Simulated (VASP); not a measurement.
## W: single point with PBE

The system is W.

```xyz
8
Lattice="4.9792 0.0000 0.0000 0.0000 4.9792 0.0000 0.0000 0.0000 4.9792" Properties=species:S:1:pos:R:3 pbc="T T T"
W     0.0000    0.0000    0.0000
W     2.4896    2.4896    2.4896
W     0.0000    2.4896    1.2448
W     0.0000    2.4896    3.7344
W     1.2448    0.0000    2.4896
W     3.7344    0.0000    2.4896
W     2.4896    3.7344    0.0000
W     2.4896    1.2448    0.0000
```

```yaml
Program: VASP 6.6.1
Task: single point
Functional: PBE
Potentials_or_basis: VASP PAW PBE potentials, release 64 (W_sv)
Cutoff: 520 eV
k_mesh: 9 × 9 × 9
Occupations: fermi-dirac, width 0.05 eV
Spin: no spin polarisation
```

```yaml
Pressure: 21.1 GPa
Band_gap_on_the_k_mesh: zero (bands 56 and 57 overlap by 0.87 eV)
```

Levels at points of the mesh, in eV from the Fermi level:
```csv
k point,band 54,band 55,band 56,band 57,band 58,band 59
"(0.00, 0.00, 0.00)",-1.59,-0.55,-0.55,-0.55,1.71,1.71
```

Wall time 6.1 min on 1 thread of Intel Xeon 8259CL, on a shared host, peak memory 0.35 GiB.

Caveat: the cell stands under pressure; spin-orbit coupling is left out, which moves the levels of the heavy elements.
